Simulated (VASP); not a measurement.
# Pb2O (Pn-3m) in VASP: notebook

Runs on Pb2O. Level: r2SCAN. Tasks: relaxation of the atoms, relaxation of cell and atoms.

Everything below comes from runs of VASP 6.6.1. Logs are shortened: lines on timing, memory, paths and dates and some standing lists are left out, and cuts for length are marked.

**1. The cell of the first run**

Symmetry: Pn-3m, No. 224, cubic system. The conventional cell has a = 5.376 Å, b = 5.376 Å, c = 5.376 Å, α = 90.00°, β = 90.00°, γ = 90.00°. Within 3.1 Å of Pb (site symmetry -3m) lie 2 O at 2.33 Å. Within 3.1 Å of O (site symmetry -43m) lie 4 Pb at 2.33 Å.

**2. Relaxation of the atoms, r2SCAN**

The input, POSCAR:

```
Pb2O
1.0
    5.3763320500      0.0000000000      0.0000000000
    0.0000000000      5.3763320500      0.0000000000
    0.0000000000      0.0000000000      5.3763320500
Pb O
4 2
Direct
    0.2500000000      0.2500000000      0.2500000000
    0.7500000000      0.7500000000      0.2500000000
    0.2500000000      0.7500000000      0.7500000000
    0.7500000000      0.2500000000      0.7500000000
    0.0000000000      0.0000000000      0.0000000000
    0.5000000000      0.5000000000      0.5000000000
```

The input, INCAR.step1:

```
SYSTEM = Pb2O
PREC = Accurate
ENCUT = 580
ISMEAR = -1
SIGMA = 0.1
LREAL = .FALSE.
LASPH = .TRUE.
NELM = 120
GGA = PE
ALGO = Normal
EDIFF = 1E-5
LWAVE = .TRUE.
LCHARG = .FALSE.
GGA_COMPAT = .FALSE.
IBRION = 2
EDIFFG = -0.01
NELMIN = 4
NSW = 100
KPAR = 4
```

The input, INCAR.step2:

```
SYSTEM = Pb2O
PREC = Accurate
ENCUT = 580
EDIFF = 1E-7
ISMEAR = -1
SIGMA = 0.1
LREAL = .FALSE.
LASPH = .TRUE.
NELM = 120
ALGO = Normal
ISIF = 2
LWAVE = .FALSE.
LCHARG = .FALSE.
METAGGA = R2SCAN
LMIXTAU = .TRUE.
IBRION = 2
NSW = 50
EDIFFG = -0.01
ISTART = 1
GGA_COMPAT = .FALSE.
NELMIN = 4
KPAR = 4
```

The input, KPOINTS:

```
Automatic mesh
0
G
  6 6 6
  0 0 0
```

Potentials or basis: VASP PAW PBE potentials, release 64 (Pb_d, O).

Started as:

```sh
cat potpaw_PBE.64/Pb_d/POTCAR potpaw_PBE.64/O/POTCAR > POTCAR
cp INCAR.step1 INCAR
mpirun -np 4 vasp_std > vasp.out
cp INCAR.step2 INCAR
mpirun -np 4 vasp_std > vasp.out
```

OUTCAR:

```text
SYSTEM = Pb2O
   PREC = Accurate
   ENCUT = 580
   EDIFF = 1E-7
   ISMEAR = -1
   LREAL = .FALSE.
   LASPH = .TRUE.
   NELM = 120
   ISIF = 2
   METAGGA = R2SCAN
   IBRION = 2
   NSW = 50
   EDIFFG = -0.01
   ISTART = 1
   NELMIN = 4

 ion  position               nearest neighbor table
   1  0.250  0.250  0.250-   5 2.33   6 2.33   4 3.80   2 3.80   3 3.80   3 3.80   4 3.80   2 3.80
                             3 3.80   3 3.80   2 3.80   4 3.80   4 3.80   2 3.80
   2  0.750  0.750  0.250-   5 2.33   6 2.33   4 3.80   1 3.80   3 3.80   3 3.80   4 3.80   1 3.80
                             4 3.80   4 3.80   1 3.80   3 3.80   3 3.80   1 3.80
   3  0.250  0.750  0.750-   5 2.33   6 2.33   4 3.80   1 3.80   2 3.80   1 3.80   2 3.80   1 3.80
                             4 3.80   1 3.80   2 3.80   4 3.80   2 3.80   4 3.80
   4  0.750  0.250  0.750-   5 2.33   6 2.33   3 3.80   1 3.80   2 3.80   1 3.80   2 3.80   2 3.80
                             3 3.80   2 3.80   1 3.80   3 3.80   1 3.80   3 3.80
   5  0.000  0.000  0.000-   1 2.33   2 2.33   3 2.33   4 2.33
   6  0.500  0.500  0.500-   1 2.33   2 2.33   3 2.33   4 2.33

  LATTYP: Found a simple cubic cell.
 ALAT       =     5.3763320500

  Lattice vectors:

 A1 = (   5.3763320500,   0.0000000000,   0.0000000000)
 A2 = (   0.0000000000,   5.3763320500,   0.0000000000)
 A3 = (   0.0000000000,   0.0000000000,   5.3763320500)

Analysis of symmetry for initial positions (statically):
=====================================================================
 Subroutine PRICEL returns:
 Original cell was already a primitive cell.

 Routine SETGRP: Setting up the symmetry group for a
 simple cubic supercell.

 Subroutine GETGRP returns: Found 48 space group operations
 (whereof 24 operations were pure point group operations)
 out of a pool of 48 trial point group operations.

The static configuration has the point symmetry T_d .
 The point group associated with its full space group is O_h .

Analysis of symmetry for dynamics (positions and initial velocities):
=====================================================================
 Subroutine PRICEL returns:
 Original cell was already a primitive cell.

 Routine SETGRP: Setting up the symmetry group for a
 simple cubic supercell.

 Subroutine GETGRP returns: Found 48 space group operations
 (whereof 24 operations were pure point group operations)
 out of a pool of 48 trial point group operations.

The dynamic configuration has the point symmetry T_d .
 The point group associated with its full space group is O_h .

 Subroutine INISYM returns: Found 48 space group operations
 (whereof 24 operations are pure point group operations),
 and found     1 'primitive' translations

----------------------------------------------------------------------------------------

                                     Primitive cell

  volume of cell :     155.4026

  direct lattice vectors                    reciprocal lattice vectors
     5.376332050  0.000000000  0.000000000     0.186000416  0.000000000  0.000000000
     0.000000000  5.376332050  0.000000000     0.000000000  0.186000416  0.000000000
     0.000000000  0.000000000  5.376332050     0.000000000  0.000000000  0.186000416

  length of vectors
     5.376332050  5.376332050  5.376332050     0.186000416  0.186000416  0.186000416

  position of ions in fractional coordinates (direct lattice)
     0.250000000  0.250000000  0.250000000
     0.750000000  0.750000000  0.250000000
     0.250000000  0.750000000  0.750000000
     0.750000000  0.250000000  0.750000000
     0.000000000  0.000000000  0.000000000
     0.500000000  0.500000000  0.500000000

  ion indices of the primitive-cell ions
   primitive index   ion index
                 1           1
                 2           2
                 3           3
                 4           4
                 5           5
                 6           6

----------------------------------------------------------------------------------------

 KPOINTS: Automatic mesh

Automatic generation of k-mesh.
 Grid dimensions read from file:
 generate k-points for:    6    6    6

 Generating k-lattice:

  Cartesian coordinates                     Fractional coordinates (reciprocal lattice)
     0.031000069  0.000000000  0.000000000     0.166666667  0.000000000  0.000000000
     0.000000000  0.031000069  0.000000000     0.000000000  0.166666667  0.000000000
     0.000000000  0.000000000  0.031000069     0.000000000  0.000000000  0.166666667

  Length of vectors
     0.031000069  0.031000069  0.031000069

  Shift w.r.t. Gamma in fractional coordinates (k-lattice)
     0.000000000  0.000000000  0.000000000

 Subroutine IBZKPT returns following result:
 ===========================================

 Found     20 irreducible k-points:

 Following reciprocal coordinates:
            Coordinates               Weight
  0.000000  0.000000  0.000000      1.000000
  0.166667  0.000000  0.000000      6.000000
  0.333333  0.000000  0.000000      6.000000
  0.500000  0.000000  0.000000      3.000000
  0.166667  0.166667  0.000000     12.000000
  0.333333  0.166667  0.000000     24.000000
[... 12 lines left out ...]
  0.500000  0.500000  0.333333      6.000000
  0.500000  0.500000  0.500000      1.000000
   k-points           NKPTS =     20   k-points in BZ     NKDIM =     20   number of bands    NBANDS=     40
   number of dos      NEDOS =    301   number of ions     NIONS =      6
   total plane-waves  NPLWV =  74088
   dimension x,y,z NGX =    42 NGY =   42 NGZ =   42
   dimension x,y,z NGXF=    84 NGYF=   84 NGZF=   84
   ions per type =               4   2
   NGX,Y,Z   is equivalent  to a cutoff of  12.99, 12.99, 12.99 a.u.
   NGXF,Y,Z  is equivalent  to a cutoff of  25.97, 25.97, 25.97 a.u.
 SYSTEM =  Pb2O
   PREC   = accura    normal or accurate (medium, high low for compatibility)
   ISTART =      1    job   : 0-new  1-cont  2-samecut
   ICHARG =      0    charge: 1-file 2-atom 10-const
   ISPIN  =      1    spin polarized calculation?
   LNONCOLLINEAR =      F non collinear calculations
   LSORBIT =      F    spin-orbit coupling
   LASPH  =      T    aspherical Exc in radial PAW
   ENCUT  =  580.0 eV  42.63 Ry    6.53 a.u.  10.56 10.56 10.56*2*pi/ulx,y,z
   NELM   =    120;   NELMIN=  4; NELMDL=  0     # of ELM steps
   EDIFF  = 0.1E-06   stopping-criterion for ELM
   LREAL  =      F    real-space projection
   EDIFFG = -.1E-01   stopping-criterion for IOM
   NSW    =     50    number of steps for IOM
   IBRION =      2    ionic relax: 0-MD 1-quasi-New 2-CG
   NFREE  =      1    steps in history (QN), initial steepest desc. (CG)
   ISIF   =      2    stress and relaxation
   ISYM   =      2    0-nonsym 1-usesym 2-fastsym
   POTIM  = 0.5000    time-step for ionic-motion
   TEBEG  =    0.0;   TEEND  =   0.0 temperature during run
   PSTRESS=    0.0 pullay stress
   NELECT =      68.0000    total number of electrons
   NUPDOWN=      -1.0000    fix difference up-down
   EMIN   =  10.00;   EMAX   =-10.00  energy-range for DOS
   EFERMI =   0.00;   METHOD = LEGACY
   ISMEAR =    -1;   SIGMA  =   0.10  broadening in eV -4-tet -1-fermi 0-gaus
   EFERMI_NEDOS =   21; number of points for ismear=-14 and -15
   IALGO  =     38    algorithm
   IMIX   =      4    mixing-type and parameters
     AMIX     =   0.40;   BMIX     =  1.00
     AMIX_MAG =   1.60;   BMIX_MAG =  1.00
  volume/ion in A,a.u.               =      25.90       174.78
  Fermi-wavevector in a.u.,A,eV,Ry     =   1.242868  2.348680 21.017208  1.544721
  Thomas-Fermi vector in A             =   2.377204
   LORBIT       =      0    0 simple, 1 ext, 2 COOP (PROOUT), +10 PAW based schemes
   METAGGA = R2SCAN    functional components
   LHFCALC =     F    Hartree Fock is set to
   AEXX    =    0.0000 exact exchange contribution
   IVDW    =     0    specifies the selected vdW correction
   LEPSILON=     F    determine dielectric tensor
   LRPA    =     F    only Hartree local field effects (RPA)
 conjugate gradient relaxation of ions
 non-spin polarized calculation
  energy-cutoff  :      580.00
  volume of cell :      155.40
 maximum number of plane-waves:      4950
   NGX = 21   NGY = 21   NGZ = 21

 number of electron      68.0000026 magnetization

 Free energy of the ion-electron system (eV)
  ---------------------------------------------------
  ext. energy  EPLUGINS =         0.00000000
  ---------------------------------------------------
  free energy    TOTEN  =      -239.71819463 eV

  energy without entropy =     -239.66750460  energy(sigma->0) =     -239.69284962

 E-fermi :   4.9078     XC(G=0): -10.1383

 val. band max:        4.8797786830   @ k =   0.5000   0.3333   0.3333
 cond. band min:       4.9800501621   @ k =   0.5000   0.1667   0.1667
 fundamental gap:      0.1002714792
 Fermi energy:         4.9077683806

 k-point     1 :       0.0000    0.0000    0.0000
  band No.  band energies     occupation
      1     -14.6905      2.00000
      2     -13.6430      2.00000
      3     -12.2116      2.00000
      4     -12.2116      2.00000
      5     -12.1539      2.00000
      6     -12.1539      2.00000
[... 32 lines left out ...]
     39      10.7054      0.00000
     40      10.7054      0.00000

 k-point     2 :       0.1667    0.0000    0.0000
  band No.  band energies     occupation
      1     -14.6409      2.00000
      2     -13.7553      2.00000
      3     -12.2046      2.00000
      4     -12.1977      2.00000
      5     -12.1509      2.00000
      6     -12.1455      2.00000
[... 32 lines left out ...]
     39       9.6441      0.00000
     40      10.1723      0.00000

 k-point     3 :       0.3333    0.0000    0.0000
  band No.  band energies     occupation
      1     -14.4971      2.00000
      2     -14.0057      2.00000
      3     -12.1865      2.00000
      4     -12.1595      2.00000
      5     -12.1522      2.00000
      6     -12.1245      2.00000
[... 32 lines left out ...]
     39       8.7724      0.00000
     40       9.9000      0.00000

 k-point     4 :       0.5000    0.0000    0.0000
  band No.  band energies     occupation
      1     -14.2747      2.00000
      2     -14.2747      2.00000
      3     -12.1654      2.00000
      4     -12.1654      2.00000
      5     -12.1095      2.00000
      6     -12.1095      2.00000
[... 32 lines left out ...]
     39       9.5296      0.00000
     40       9.5296      0.00000
[... 600 lines left out ...]
     39       9.0979      0.00000
     40       9.3734      0.00000

 k-point    19 :       0.5000    0.5000    0.3333
  band No.  band energies     occupation
      1     -14.6335      2.00000
      2     -13.7654      2.00000
      3     -12.1497      2.00000
      4     -12.1497      2.00000
      5     -12.1426      2.00000
      6     -12.1315      2.00000
[... 32 lines left out ...]
     39       9.1014      0.00000
     40       9.6971      0.00000

 k-point    20 :       0.5000    0.5000    0.5000
  band No.  band energies     occupation
      1     -14.6819      2.00000
      2     -13.6560      2.00000
      3     -12.1516      2.00000
      4     -12.1516      2.00000
      5     -12.1516      2.00000
      6     -12.1345      2.00000
[... 32 lines left out ...]
     39       9.7215      0.00000
     40       9.8533      0.00000

------------------------ aborting loop because EDIFF is reached ----------------------------------------

  FORCE on cell =-STRESS in cart. coord.  units (eV):
  Direction    XX          YY          ZZ          XY          YZ          ZX
  --------------------------------------------------------------------------------------
  -------------------------------------------------------------------------------------
  Total        1.2631777      1.2631777      1.2631777      0.0000000      0.0000000     -0.0000000
  in kB       13.0231722     13.0231722     13.0231722      0.0000000      0.0000000     -0.0000000
  external PRESSURE =      13.0231722 kB  Pullay stress =       0.0000000 kB

 VOLUME and BASIS-vectors are now :
 -----------------------------------------------------------------------------
  energy-cutoff  :      580.00
  volume of cell :      155.40
      direct lattice vectors                 reciprocal lattice vectors
     5.376332050  0.000000000  0.000000000     0.186000416  0.000000000  0.000000000
     0.000000000  5.376332050  0.000000000     0.000000000  0.186000416  0.000000000
     0.000000000  0.000000000  5.376332050     0.000000000  0.000000000  0.186000416

 POSITION                                       TOTAL-FORCE (eV/Angst)
 -----------------------------------------------------------------------------------
      1.34408      1.34408      1.34408        -0.000000      0.000000      0.000000
      4.03225      4.03225      1.34408         0.000000     -0.000000     -0.000000
      1.34408      4.03225      4.03225         0.000000     -0.000000      0.000000
      4.03225      1.34408      4.03225        -0.000000     -0.000000     -0.000000
      0.00000      0.00000      0.00000        -0.000000     -0.000000      0.000000
      2.68817      2.68817      2.68817        -0.000000     -0.000000      0.000000
 -----------------------------------------------------------------------------------
    total drift:                                0.000000      0.000000     -0.000000

  FREE ENERGIE OF THE ION-ELECTRON SYSTEM (eV)
  ---------------------------------------------------
  free  energy   TOTEN  =      -239.7181946326 eV

  energy  without entropy=     -239.6675046031  energy(sigma->0) =     -239.69284962

 reached required accuracy - stopping structural energy minimisation
```

It took 2.5 min on 4 MPI ranks of Intel Xeon Platinum 8488C (Sapphire Rapids), shared host; peak memory 0.35 GiB.

What came out:

```yaml
Free_energy: -239.7182 eV
Pressure_after_relaxing: 1.3 GPa
Band_gap_on_the_k_mesh: zero (bands 34 and 35 overlap by 0.99 eV)
```

Final structure:
```cif
data_structure
_symmetry_space_group_name_H-M 'P 1'
_symmetry_Int_Tables_number 1
_cell_length_a 5.3763
_cell_length_b 5.3763
_cell_length_c 5.3763
_cell_angle_alpha 90.000
_cell_angle_beta 90.000
_cell_angle_gamma 90.000
_cell_volume 155.40
loop_
_atom_site_label
_atom_site_type_symbol
_atom_site_fract_x
_atom_site_fract_y
_atom_site_fract_z
_atom_site_occupancy
Pb1 Pb 0.25000 0.25000 0.25000 1
Pb2 Pb 0.75000 0.75000 0.25000 1
Pb3 Pb 0.25000 0.75000 0.75000 1
Pb4 Pb 0.75000 0.25000 0.75000 1
O1 O 0.00000 0.00000 0.00000 1
O2 O 0.50000 0.50000 0.50000 1
```

Caveat: the relaxation stopped at its first step, so nothing moved; the PAW data sets were made with another functional, which shifts forces and pressure a little; spin-orbit coupling is left out, which moves the levels of the heavy elements.

**3. Relaxation of cell and atoms, r2SCAN**

This run uses another cell than the first one, of 25.95 Å³/atom.

Edit POSCAR of step 2 so:

```diff
@@ -2,5 +2,5 @@
 1.0
-    5.3763320500      0.0000000000      0.0000000000
-    0.0000000000      5.3763320500      0.0000000000
-    0.0000000000      0.0000000000      5.3763320500
+    5.3800000000      0.0000000000      0.0000000000
+    0.0000000000      5.3800000000      0.0000000000
+    0.0000000000      0.0000000000      5.3800000000
 Pb O
```

The input, INCAR.step1:

```
ALGO = Normal
EDIFF = 1E-4
ENCUT = 600
GGA = PE
ISMEAR = -1
LASPH = True
LCHARG = False
LREAL = False
LWAVE = True
NELM = 80
PREC = Accurate
SIGMA = 0.1
```

The input, INCAR.step2:

```
ALGO = Normal
EDIFF = 1E-7
EDIFFG = -0.01
ENCUT = 600
IBRION = 2
ISIF = 3
ISMEAR = -1
ISTART = 1
LASPH = True
LCHARG = False
LMIXTAU = True
LREAL = False
LWAVE = False
METAGGA = R2SCAN
NELM = 80
NSW = 80
PREC = Accurate
SIGMA = 0.1
```

The input, KPOINTS:

```
k-points
0
Gamma
  6 6 6
```

Potentials or basis: VASP PAW PBE potentials, release 64 (Pb_d, O).

Started as:

```sh
cat potpaw_PBE.64/Pb_d/POTCAR potpaw_PBE.64/O/POTCAR > POTCAR
cp INCAR.step1 INCAR
mpirun -np 1 vasp_std > vasp.out
cp INCAR.step2 INCAR
mpirun -np 1 vasp_std > vasp.out
```

It took 46 min on 1 thread of Oxide Virtual Turin-like, shared host; peak memory 0.4 GiB.

It converged, with:

- Free energy: -239.7345 eV
- Relaxed volume: 26.50 Å³/atom
- Relaxed cell: a = 5.417 Å, b = 5.417 Å, c = 5.417 Å, α = 90.00°, β = 90.00°, γ = 90.00°
- Space group after relaxing (to 0.1 Å): Pn-3m (No. 224)
- Energy gained by relaxing: 2.0 meV/atom
- Ionic steps: 3
- Pressure after relaxing: 0.0 GPa
- Band gap on the k mesh: zero (bands 34 and 35 overlap by 0.96 eV)

The path:
```
step  energy change (eV)  largest force (eV/Å)  pressure (GPa)  volume (Å³)
   1              0.0000                0.0000            1.18       155.72
   2             -0.0106                0.0000           -0.36       160.08
   3             -0.0119                0.0000            0.00       158.99
```

Final structure:
```cif
data_structure
_symmetry_space_group_name_H-M 'P 1'
_symmetry_Int_Tables_number 1
_cell_length_a 5.4174
_cell_length_b 5.4174
_cell_length_c 5.4174
_cell_angle_alpha 90.000
_cell_angle_beta 90.000
_cell_angle_gamma 90.000
_cell_volume 158.99
loop_
_atom_site_label
_atom_site_type_symbol
_atom_site_fract_x
_atom_site_fract_y
_atom_site_fract_z
_atom_site_occupancy
Pb1 Pb 0.25000 0.25000 0.25000 1
Pb2 Pb 0.75000 0.75000 0.25000 1
Pb3 Pb 0.25000 0.75000 0.75000 1
Pb4 Pb 0.75000 0.25000 0.75000 1
O1 O 0.00000 0.00000 0.00000 1
O2 O 0.50000 0.50000 0.50000 1
```

Levels at points of the mesh, in eV from the Fermi level:
```csv
k point,band 32,band 33,band 34,band 35,band 36,band 37
"(0.00, 0.00, 0.00)",-0.66,-0.66,-0.66,2.11,2.11,2.11
"(0.50, 0.00, 0.00)",-1.07,-0.59,-0.59,1.10,1.10,2.02
"(0.50, 0.50, 0.00)",-1.30,-0.15,-0.15,1.50,1.50,1.99
"(0.50, 0.50, 0.50)",-0.97,-0.89,-0.89,-0.89,1.66,4.69
```

Caveat: the PAW data sets were made with another functional, which shifts forces and pressure a little; spin-orbit coupling is left out, which moves the levels of the heavy elements. Zero-point motion and thermal expansion aren't in these numbers.

The gap in the log of VASP goes by the Fermi energy; the results here count the filled bands.